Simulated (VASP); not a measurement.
# Li5Os3 (R-3m) in VASP: a series of runs, part 2 of 2

VASP 6.6.1. The steps go on from the part before.

### Step 3. Relaxation of volume and atoms at fixed shape, LDA

This run uses another cell than the first one, of 18.46 Å³/atom.

File INCAR:

```
PREC = Accurate
ENCUT = 750
EDIFF = 1E-7
ISMEAR = -1
SIGMA = 0.05
LREAL = False
LASPH = True
NELM = 120
ALGO = Normal
ISIF = 8
LWAVE = False
LCHARG = False
IBRION = 2
NSW = 80
EDIFFG = -0.03
GGA_COMPAT = False
NELMIN = 4
```

File KPOINTS:

```
Automatic mesh
0
Gamma
  4 4 4
```

File POSCAR:

```
Li5Os3
1.0
    0.0000000000      4.1950000000      4.1950000000
    4.1950000000      0.0000000000      4.1950000000
    4.1950000000      4.1950000000      0.0000000000
Os Li
3 5
Direct
    0.0000000000      0.0000000000      0.0000000000
    0.0000000000      0.5000000000      0.0000000000
    0.5000000000      0.0000000000      0.0000000000
    0.0000000000      0.0000000000      0.5000000000
    0.0000000000      0.5000000000      0.5000000000
    0.5000000000      0.0000000000      0.5000000000
    0.5000000000      0.5000000000      0.0000000000
    0.5000000000      0.5000000000      0.5000000000
```

Potentials or basis: VASP PAW LDA potentials, release 64 (Os, Li_sv).

Run with:

```
$ cat potpaw_LDA.64/Os/POTCAR potpaw_LDA.64/Li_sv/POTCAR > POTCAR
$ mpirun -np 1 vasp_std > vasp.out
```

OUTCAR:

```text
PREC = Accurate
   ENCUT = 750
   EDIFF = 1E-7
   ISMEAR = -1
   LREAL = False
   LASPH = True
   NELM = 120
   ISIF = 8
   IBRION = 2
   NSW = 80
   EDIFFG = -0.03
   NELMIN = 4

 ion  position               nearest neighbor table
   1  0.000  0.000  0.000-   2 2.97   3 2.97   4 2.97   4 2.97   5 2.97   6 2.97   2 2.97   5 2.97
                             7 2.97   3 2.97   6 2.97   7 2.97
   2  0.000  0.500  0.000-   1 2.97   5 2.97   7 2.97   4 2.97   5 2.97   8 2.97   1 2.97   3 2.97
                             4 2.97   3 2.97   7 2.97   8 2.97
   3  0.500  0.000  0.000-   1 2.97   6 2.97   7 2.97   4 2.97   6 2.97   8 2.97   2 2.97   7 2.97
                             8 2.97   1 2.97   2 2.97   4 2.97
   4  0.000  0.000  0.500-   1 2.97   1 2.97   2 2.97   3 2.97   2 2.97   3 2.97
   5  0.000  0.500  0.500-   2 2.97   1 2.97   2 2.97   1 2.97
   6  0.500  0.000  0.500-   3 2.97   1 2.97   3 2.97   1 2.97
   7  0.500  0.500  0.000-   2 2.97   3 2.97   1 2.97   3 2.97   1 2.97   2 2.97
   8  0.500  0.500  0.500-   2 2.97   3 2.97   3 2.97   2 2.97

  LATTYP: Found a face centered cubic cell.
 ALAT       =     8.3900000000

  Lattice vectors:

 A1 = (   0.0000000000,   4.1950000000,   4.1950000000)
 A2 = (   4.1950000000,   0.0000000000,   4.1950000000)
 A3 = (   4.1950000000,   4.1950000000,   0.0000000000)

Analysis of symmetry for initial positions (statically):
=====================================================================
 Subroutine PRICEL returns:
 Original cell was already a primitive cell.

 Routine SETGRP: Setting up the symmetry group for a
 face centered cubic supercell.

 Subroutine GETGRP returns: Found 12 space group operations
 (whereof  4 operations were pure point group operations)
 out of a pool of 48 trial point group operations.

The static configuration has the point symmetry C_2h.
 The point group associated with its full space group is D_3d.

Analysis of symmetry for dynamics (positions and initial velocities):
=====================================================================
 Subroutine PRICEL returns:
 Original cell was already a primitive cell.

 Routine SETGRP: Setting up the symmetry group for a
 face centered cubic supercell.

 Subroutine GETGRP returns: Found 12 space group operations
 (whereof  4 operations were pure point group operations)
 out of a pool of 48 trial point group operations.

The dynamic configuration has the point symmetry C_2h.
 The point group associated with its full space group is D_3d.

 Subroutine INISYM returns: Found 12 space group operations
 (whereof  4 operations are pure point group operations),
 and found     1 'primitive' translations

----------------------------------------------------------------------------------------

                                     Primitive cell

  volume of cell :     147.6474

[... 149 lines left out ...]
      2     -42.9918      2.00000
      3     -42.9918      2.00000
      4     -42.3309      2.00000
      5     -42.2786      2.00000
      6      -3.6958      2.00000
[... 340 lines left out ...]
     23       2.6667      0.00000
     24       2.9166      0.00000

------------------------ aborting loop because EDIFF is reached ----------------------------------------

  FORCE on cell =-STRESS in cart. coord.  units (eV):
  Direction    XX          YY          ZZ          XY          YZ          ZX
  --------------------------------------------------------------------------------------
  -------------------------------------------------------------------------------------
  Total      -20.7822751    -20.7822751    -20.7822751      4.9293303     -4.9293303     -4.9293303
  in kB     -225.5162190   -225.5162190   -225.5162190     53.4900018    -53.4900018    -53.4900018
  external PRESSURE =    -225.5162190 kB  Pullay stress =       0.0000000 kB

 VOLUME and BASIS-vectors are now :
 -----------------------------------------------------------------------------
  energy-cutoff  :      750.00
  volume of cell :      147.65
      direct lattice vectors                 reciprocal lattice vectors
     0.000000000  4.195000000  4.195000000    -0.119189511  0.119189511  0.119189511
     4.195000000  0.000000000  4.195000000     0.119189511 -0.119189511  0.119189511
     4.195000000  4.195000000  0.000000000     0.119189511  0.119189511 -0.119189511

 POSITION                                       TOTAL-FORCE (eV/Angst)
 -----------------------------------------------------------------------------------
      0.00000      0.00000      0.00000        -0.000000     -0.000000     -0.000000
      2.09750      0.00000      2.09750        -0.000000     -0.000000      0.000000
      0.00000      2.09750      2.09750        -0.000000     -0.000000     -0.000000
      2.09750      2.09750      0.00000        -0.000000     -0.000000     -0.000000
      4.19500      2.09750      2.09750        -0.000000     -0.000000     -0.000000
      2.09750      4.19500      2.09750        -0.000000      0.000000     -0.000000
      2.09750      2.09750      4.19500         0.000000     -0.000000     -0.000000
      4.19500      4.19500      4.19500        -0.000000     -0.000000      0.000000
 -----------------------------------------------------------------------------------
    total drift:                               -0.000000      0.000000     -0.000000

  FREE ENERGIE OF THE ION-ELECTRON SYSTEM (eV)
  ---------------------------------------------------
  free  energy   TOTEN  =       -41.6744348646 eV

  energy  without entropy=      -41.6269301425  energy(sigma->0) =      -41.65068250

--------------------------------------- Ionic step        2  -------------------------------------------

 number of electron      39.0000000 magnetization

 Free energy of the ion-electron system (eV)
  ---------------------------------------------------
  ext. energy  EPLUGINS =         0.00000000
  ---------------------------------------------------
  free energy    TOTEN  =       -46.64867541 eV

  energy without entropy =      -46.61185589  energy(sigma->0) =      -46.63026565

 E-fermi :   4.8887     XC(G=0): -11.1434

 val. band max:        4.8649317494   @ k =   0.2500   0.0000   0.5000
 cond. band min:       4.9063617472   @ k =   0.2500   0.2500   0.0000
 fundamental gap:      0.0414299978
 Fermi energy:         4.8886971283

 k-point     1 :       0.0000    0.0000    0.0000
  band No.  band energies     occupation
      1     -39.5615      2.00000
      2     -39.4959      2.00000
      3     -39.4959      2.00000
      4     -38.8934      2.00000
      5     -38.7262      2.00000
      6      -2.8096      2.00000
[... 340 lines left out ...]
     23       6.0291      0.00000
     24       6.5968      0.00000

------------------------ aborting loop because EDIFF is reached ----------------------------------------

  FORCE on cell =-STRESS in cart. coord.  units (eV):
  Direction    XX          YY          ZZ          XY          YZ          ZX
  --------------------------------------------------------------------------------------
  -------------------------------------------------------------------------------------
  Total        0.0554979      0.0554979      0.0554979      3.1114446     -3.1114446     -3.1114446
  in kB        0.8999519      0.8999519      0.8999519     50.4551089    -50.4551089    -50.4551089
  external PRESSURE =       0.8999519 kB  Pullay stress =       0.0000000 kB

 VOLUME and BASIS-vectors are now :
 -----------------------------------------------------------------------------
  energy-cutoff  :      750.00
  volume of cell :       98.80
      direct lattice vectors                 reciprocal lattice vectors
     0.000000000  3.669265762  3.669265762    -0.136267044  0.136267044  0.136267044
     3.669265762  0.000000000  3.669265762     0.136267044 -0.136267044  0.136267044
     3.669265762  3.669265762  0.000000000     0.136267044  0.136267044 -0.136267044

 POSITION                                       TOTAL-FORCE (eV/Angst)
 -----------------------------------------------------------------------------------
      7.33853      7.33853      7.33853         0.000000      0.000000     -0.000000
      5.50390      3.66927      1.83463         0.000000      0.000000     -0.000000
      7.33853      5.50390      5.50390         0.000000      0.000000      0.000000
      5.50390      5.50390      7.33853        -0.000000     -0.000000      0.000000
      3.66927      5.50390      5.50390         0.000000      0.000000     -0.000000
      5.50390      3.66927      5.50390         0.000000      0.000000      0.000000
      1.83463      1.83463      3.66927         0.000000      0.000000      0.000000
      3.66927      3.66927      3.66927         0.000000      0.000000      0.000000
 -----------------------------------------------------------------------------------
    total drift:                                0.000000      0.000000     -0.000000

  FREE ENERGIE OF THE ION-ELECTRON SYSTEM (eV)
  ---------------------------------------------------
  free  energy   TOTEN  =       -46.6486754055 eV

  energy  without entropy=      -46.6118558937  energy(sigma->0) =      -46.63026565

 reached required accuracy - stopping structural energy minimisation
```

Wall time 2.2 min (1 thread of Intel Xeon 6975P-C (Granite Rapids), shared host); peak memory 0.35 GiB.

Results:

```
Free energy                           : -46.6487 eV
Relaxed volume                        : 12.35 Å³/atom
Relaxed cell                          : a = 5.189 Å, b = 5.189 Å, c = 5.189 Å, α = 60.00°, β = 60.00°, γ = 60.00°
Space group after relaxing (to 0.1 Å) : R-3m (No. 166)
Energy gained by relaxing             : 621.8 meV/atom
Ionic steps                           : 2
Pressure after relaxing               : 0.1 GPa
Band gap on the k mesh                : zero (an odd number of electrons rules out a gap without spin polarisation)
```

The path:
| step | energy change (eV) | largest force (eV/Å) | pressure (GPa) | volume (Å³) |
| --- | --- | --- | --- | --- |
| 1 | 0.0000 | 0.0000 | -22.55 | 147.65 |
| 2 | -4.9742 | 0.0000 | 0.09 | 98.80 |

Final structure:
```yaml
crystal:
  lattice:
    - [0.00000, 3.66927, 3.66927]
    - [3.66927, 0.00000, 3.66927]
    - [3.66927, 3.66927, 0.00000]
  atoms:
    - { symbol: Os, position: [0.00000, 0.00000, 0.00000] }
    - { symbol: Os, position: [0.00000, 0.50000, 0.00000] }
    - { symbol: Os, position: [0.50000, 0.00000, 0.00000] }
    - { symbol: Li, position: [0.00000, 0.00000, 0.50000] }
    - { symbol: Li, position: [0.00000, 0.50000, 0.50000] }
    - { symbol: Li, position: [0.50000, 0.00000, 0.50000] }
    - { symbol: Li, position: [0.50000, 0.50000, 0.00000] }
    - { symbol: Li, position: [0.50000, 0.50000, 0.50000] }
```

Levels at points of the mesh, in eV from the Fermi level:
```
           k point  band 17  band 18  band 19  band 20  band 21  band 22  band 23  band 24
(0.00, 0.00, 0.00)     0.19     0.20     0.20     0.59     0.59     0.89     1.09     1.09
(0.50, 0.00, 0.00)    -1.91    -1.69    -1.25    -0.62     0.63     1.00     2.22     2.52
(0.00, 0.00, 0.50)     0.53     0.57     0.57     1.02     1.02     1.50     1.50     1.95
(0.50, 0.50, 0.00)    -1.96    -1.74    -1.74    -0.90     0.63     0.94     1.22     1.79
```

Caveat: the volume moved by over 15 % at a fixed basis, so the end points are rough; spin-orbit coupling is left out, which moves the levels of the heavy elements.

The gap in the log of VASP goes by the Fermi energy; the results here count the filled bands.